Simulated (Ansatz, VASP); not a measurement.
## BAs: VASP beside Ansatz

```
CELL_PARAMETERS angstrom
0.00000 2.36616 2.36616
2.36616 0.00000 2.36616
2.36616 2.36616 0.00000
ATOMIC_POSITIONS crystal
B 0.00000 0.00000 0.00000
As 0.25000 0.25000 0.25000
```

Alike in both runs: functional LDA; k mesh 6 × 6 × 6; no spin polarisation.

Ansatz relaxed the structure, and its values are those at the end. VASP's run is a single point on that final structure, the one shown.

```csv
,VASP,Ansatz
version,VASP 6.6.1,Ansatz 0.2.0
potentials or method,"VASP PAW LDA potentials, release 64 (B, As)","plane waves, PAW"
plane-wave cutoff (eV),520,420
occupations,"gaussian, width 0.01 eV",fixed
valence electrons in the cell,8,18
```

|  | VASP | Ansatz | Ansatz less VASP |
| --- | --- | --- | --- |
| pressure (GPa) | 1.0 | 0.0 | -0.96 |

LDA's correlation is that of Perdew and Zunger in VASP and of Perdew and Wang (1992) in Ansatz. VASP's potentials hold 8 valence electrons a cell and Ansatz's 18, so a difference there can come from the potentials and not from the codes.
